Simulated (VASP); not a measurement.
# Cu (Fm-3m) in VASP: notebook

The runs below take Cu through single point, with r2SCAN.

Everything below comes from runs of VASP 6.6.1. Logs are shortened: lines on timing, memory, paths and dates and some standing lists are left out, and cuts for length are marked.

### Step 1. The cell of the first run

The structure is cubic, space group Fm-3m (No. 225). The conventional cell has a = 3.576 Å, b = 3.576 Å, c = 3.576 Å, α = 90.00°, β = 90.00°, γ = 90.00°. Cu (site symmetry m-3m) has 12 Cu at 2.53 Å within 3.3 Å.

### Step 2. Single point, r2SCAN

The input, POSCAR:

```
Cu
1.0
    0.0000000000      1.7881324402      1.7881324402
    1.7881324402      0.0000000000      1.7881324402
    1.7881324402      1.7881324402      0.0000000000
Cu
1
Direct
    0.0000000000      0.0000000000      0.0000000000
```

The input, INCAR.step1:

```
SYSTEM = Cu
  PREC = Accurate
  ENCUT = 520
  ISMEAR = 0
  SIGMA = 0.6
  LREAL = .FALSE.
  LASPH = .TRUE.
  NELM = 100
  NBANDS = 12
  GGA = PE
  ALGO = Normal
  EDIFF = 1E-4
  LWAVE = .TRUE.
  LCHARG = .FALSE.
```

The input, INCAR.step2:

```
SYSTEM = Cu
  PREC = Accurate
  ENCUT = 520
  EDIFF = 1E-6
  ISMEAR = 0
  SIGMA = 0.6
  LREAL = .FALSE.
  LASPH = .TRUE.
  NELM = 100
  ALGO = Normal
  ISIF = 2
  LWAVE = .FALSE.
  LCHARG = .FALSE.
  METAGGA = R2SCAN
  LMIXTAU = .TRUE.
  NBANDS = 12
  ISTART = 1
```

The input, KPOINTS:

```
regular mesh
0
G
  15 15 15
  0 0 0
```

Potentials or basis: VASP PAW PBE potentials, release 64 (Cu).

Run with:

```console
cat potpaw_PBE.64/Cu/POTCAR > POTCAR
cp INCAR.step1 INCAR
mpirun -np 1 vasp_std > vasp.out
cp INCAR.step2 INCAR
mpirun -np 1 vasp_std > vasp.out
```

OUTCAR:

```text
SYSTEM = Cu
   PREC = Accurate
   ENCUT = 520
   EDIFF = 1E-6
   ISMEAR = 0
   LREAL = .FALSE.
   LASPH = .TRUE.
   NELM = 100
   ISIF = 2
   METAGGA = R2SCAN
   ISTART = 1

 ion  position               nearest neighbor table
   1  0.000  0.000  0.000-

  LATTYP: Found a face centered cubic cell.
 ALAT       =     3.5762648804

  Lattice vectors:

 A1 = (   0.0000000000,   1.7881324402,   1.7881324402)
 A2 = (   1.7881324402,   0.0000000000,   1.7881324402)
 A3 = (   1.7881324402,   1.7881324402,   0.0000000000)

Analysis of symmetry for initial positions (statically):
=====================================================================
 Subroutine PRICEL returns:
 Original cell was already a primitive cell.

 Routine SETGRP: Setting up the symmetry group for a
 face centered cubic supercell.

 Subroutine GETGRP returns: Found 48 space group operations
 (whereof 48 operations were pure point group operations)
 out of a pool of 48 trial point group operations.

The static configuration has the point symmetry O_h .

Analysis of symmetry for dynamics (positions and initial velocities):
=====================================================================
 Subroutine PRICEL returns:
 Original cell was already a primitive cell.

 Routine SETGRP: Setting up the symmetry group for a
 face centered cubic supercell.

 Subroutine GETGRP returns: Found 48 space group operations
 (whereof 48 operations were pure point group operations)
 out of a pool of 48 trial point group operations.

The dynamic configuration has the point symmetry O_h .

 Subroutine INISYM returns: Found 48 space group operations
 (whereof 48 operations are pure point group operations),
 and found     1 'primitive' translations

----------------------------------------------------------------------------------------

                                     Primitive cell

  volume of cell :      11.4348

  direct lattice vectors                    reciprocal lattice vectors
     0.000000000  1.788132440  1.788132440    -0.279621346  0.279621346  0.279621346
     1.788132440  0.000000000  1.788132440     0.279621346 -0.279621346  0.279621346
     1.788132440  1.788132440  0.000000000     0.279621346  0.279621346 -0.279621346

  length of vectors
     2.528801148  2.528801148  2.528801148     0.484318378  0.484318378  0.484318378

  position of ions in fractional coordinates (direct lattice)
     0.000000000  0.000000000  0.000000000

[... 76 lines left out ...]
   LREAL  =      F    real-space projection
   EDIFFG = 0.1E-04   stopping-criterion for IOM
   NSW    =      0    number of steps for IOM
   IBRION =     -1    ionic relax: 0-MD 1-quasi-New 2-CG
   NFREE  =      0    steps in history (QN), initial steepest desc. (CG)
   ISIF   =      2    stress and relaxation
   ISYM   =      2    0-nonsym 1-usesym 2-fastsym
   POTIM  = 0.5000    time-step for ionic-motion
   TEBEG  =    0.0;   TEEND  =   0.0 temperature during run
   PSTRESS=    0.0 pullay stress
   NELECT =      11.0000    total number of electrons
   NUPDOWN=      -1.0000    fix difference up-down
   EMIN   =  10.00;   EMAX   =-10.00  energy-range for DOS
   EFERMI =   0.00;   METHOD = LEGACY
   ISMEAR =     0;   SIGMA  =   0.60  broadening in eV -4-tet -1-fermi 0-gaus
   EFERMI_NEDOS =   21; number of points for ismear=-14 and -15
   IALGO  =     38    algorithm
   IMIX   =      4    mixing-type and parameters
     AMIX     =   0.40;   BMIX     =  1.00
     AMIX_MAG =   1.60;   BMIX_MAG =  1.00
  volume/ion in A,a.u.               =      11.43        77.17
  Fermi-wavevector in a.u.,A,eV,Ry     =   1.616079  3.053947 35.534510  2.611713
  Thomas-Fermi vector in A             =   2.710724
   LORBIT       =      0    0 simple, 1 ext, 2 COOP (PROOUT), +10 PAW based schemes
   METAGGA = R2SCAN    functional components
   LHFCALC =     F    Hartree Fock is set to
   AEXX    =    0.0000 exact exchange contribution
   IVDW    =     0    specifies the selected vdW correction
   LEPSILON=     F    determine dielectric tensor
   LRPA    =     F    only Hartree local field effects (RPA)
 non-spin polarized calculation
 Gauss-broadening in eV      SIGMA  =   0.60
  energy-cutoff  :      520.00
  volume of cell :       11.43
 maximum number of plane-waves:       331
   NGX =  9   NGY =  9   NGZ =  9

 number of electron      11.0000012 magnetization

 Free energy of the ion-electron system (eV)
  ---------------------------------------------------
  ext. energy  EPLUGINS =         0.00000000
  ---------------------------------------------------
  free energy    TOTEN  =       -10.85147603 eV

  energy without entropy =      -10.80006860  energy(sigma->0) =      -10.82577232

 E-fermi :   7.8340     XC(G=0): -13.9661

 val. band max:        7.7985015681   @ k =   0.4667   0.4000   0.0667
 cond. band min:       7.8628129702   @ k =  -0.4000   0.1333   0.0000
 fundamental gap:      0.0643114021
 Fermi energy:         7.8339508705

 k-point     1 :       0.0000    0.0000    0.0000
  band No.  band energies     occupation
      1      -2.1267      2.00000
      2       4.5513      2.00000
      3       4.5513      2.00000
      4       4.5513      2.00000
      5       5.4090      2.00000
      6       5.4090      2.00000
      7      31.4525      0.00000
      8      34.7438      0.00000
      9      34.7438      0.00000
     10      34.7441      0.00000
     11      37.1573      0.00000
     12      37.1574      0.00000
[... 331 lines left out ...]
 k-point    24 :       0.2000    0.1333    0.0000
  band No.  band energies     occupation
      1      -0.6289      2.00000
      2       4.1570      2.00000
      3       4.8355      2.00000
      4       4.8685      2.00000
      5       5.1466      2.00000
      6       5.5573      2.00000
      7      26.5220      0.00000
      8      29.0528      0.00000
      9      29.8897      0.00000
     10      32.2194      0.00000
     11      35.5519      0.00000
     12      41.1401      0.00000

 [... further k-points ...]
[... 5 lines left out ...]
  --------------------------------------------------------------------------------------
  -------------------------------------------------------------------------------------
  Total        0.0516063      0.0516063      0.0516063      0.0000000     -0.0000000     -0.0000000
  in kB        7.2307673      7.2307673      7.2307673      0.0000000     -0.0000000     -0.0000000
  external PRESSURE =       7.2307673 kB  Pullay stress =       0.0000000 kB

 VOLUME and BASIS-vectors are now :
 -----------------------------------------------------------------------------
  energy-cutoff  :      520.00
  volume of cell :       11.43
      direct lattice vectors                 reciprocal lattice vectors
     0.000000000  1.788132440  1.788132440    -0.279621346  0.279621346  0.279621346
     1.788132440  0.000000000  1.788132440     0.279621346 -0.279621346  0.279621346
     1.788132440  1.788132440  0.000000000     0.279621346  0.279621346 -0.279621346

 POSITION                                       TOTAL-FORCE (eV/Angst)
 -----------------------------------------------------------------------------------
      0.00000      0.00000      0.00000         0.000000      0.000000      0.000000
 -----------------------------------------------------------------------------------
    total drift:                                0.000000      0.000000      0.000000

  FREE ENERGIE OF THE ION-ELECTRON SYSTEM (eV)
  ---------------------------------------------------
  free  energy   TOTEN  =       -10.8514760293 eV

  energy  without entropy=      -10.8000686008  energy(sigma->0) =      -10.82577232
```

OUTCAR.step1:

```text
SYSTEM = Cu
   PREC = Accurate
   ENCUT = 520
   ISMEAR = 0
   LREAL = .FALSE.
   LASPH = .TRUE.
   NELM = 100
[... 576 lines left out ...]
 -----------------------------------------------------------------------------------
      0.00000      0.00000      0.00000        -0.000000      0.000000      0.000000
 -----------------------------------------------------------------------------------
    total drift:                                0.000000      0.000000      0.000000

  FREE ENERGIE OF THE ION-ELECTRON SYSTEM (eV)
  ---------------------------------------------------
  free  energy   TOTEN  =        -3.7411699055 eV

  energy  without entropy=       -3.6873049168  energy(sigma->0) =       -3.71423741
```

It took 61 s on 1 thread of Intel Xeon 6975P-C, shared host; peak memory 0.14 GiB.

What came out:

- Free energy: -10.8515 eV
- Pressure: 0.7 GPa

Levels at points of the mesh, in eV from the Fermi level:
| k point | band 4 | band 5 | band 6 | band 7 | band 8 | band 9 |
| --- | --- | --- | --- | --- | --- | --- |
| (0.00, 0.00, 0.00) | -3.28 | -2.42 | -2.42 | 23.62 | 26.91 | 26.91 |

Caveat: the PAW data sets were made with another functional, which shifts forces and pressure a little.

### Step 3. Single point, r2SCAN

POSCAR is that of step 2.

The input, INCAR.step1:

```
SYSTEM = Cu
PREC = Accurate
ENCUT = 520
ISMEAR = 0
SIGMA = 1.0
LREAL = .False.
LASPH = .True.
NELM = 100
NBANDS = 12
GGA = PE
ALGO = Normal
EDIFF = 1E-4
LWAVE = .True.
LCHARG = .False.
```

The input, INCAR.step2:

```
SYSTEM = Cu
PREC = Accurate
ENCUT = 520
EDIFF = 1E-6
ISMEAR = 0
SIGMA = 1.0
LREAL = .False.
LASPH = .True.
NELM = 100
ALGO = Normal
ISIF = 2
LWAVE = .False.
LCHARG = .False.
METAGGA = R2SCAN
LMIXTAU = .True.
NBANDS = 12
ISTART = 1
```

The input, KPOINTS:

```
regular mesh
0
Gamma
  15 15 15
  0 0 0
```

Potentials or basis: VASP PAW PBE potentials, release 64 (Cu).

Run with:

```console
cat potpaw_PBE.64/Cu/POTCAR > POTCAR
cp INCAR.step1 INCAR
mpirun -np 1 vasp_std > vasp.out
cp INCAR.step2 INCAR
mpirun -np 1 vasp_std > vasp.out
```

Run time: 58 s. Hardware: 1 thread of Intel Xeon 6975P-C, shared host; peak memory 0.14 GiB.

The run converged. Its results:

```
Free energy : -10.8987 eV
Pressure    : 1.2 GPa
```

Levels at points of the mesh, in eV from the Fermi level:
| k point | band 2 | band 3 | band 4 | band 5 | band 6 | band 7 | band 8 | band 9 | band 10 | band 11 |
| --- | --- | --- | --- | --- | --- | --- | --- | --- | --- | --- |
| (0.00, 0.00, 0.00) | -3.33 | -3.33 | -3.33 | -2.47 | -2.47 | 23.60 | 26.89 | 26.89 | 26.89 | 29.30 |

Caveat: the PAW data sets were made with another functional, which shifts forces and pressure a little.

(Part 1 of 2 ends here.)
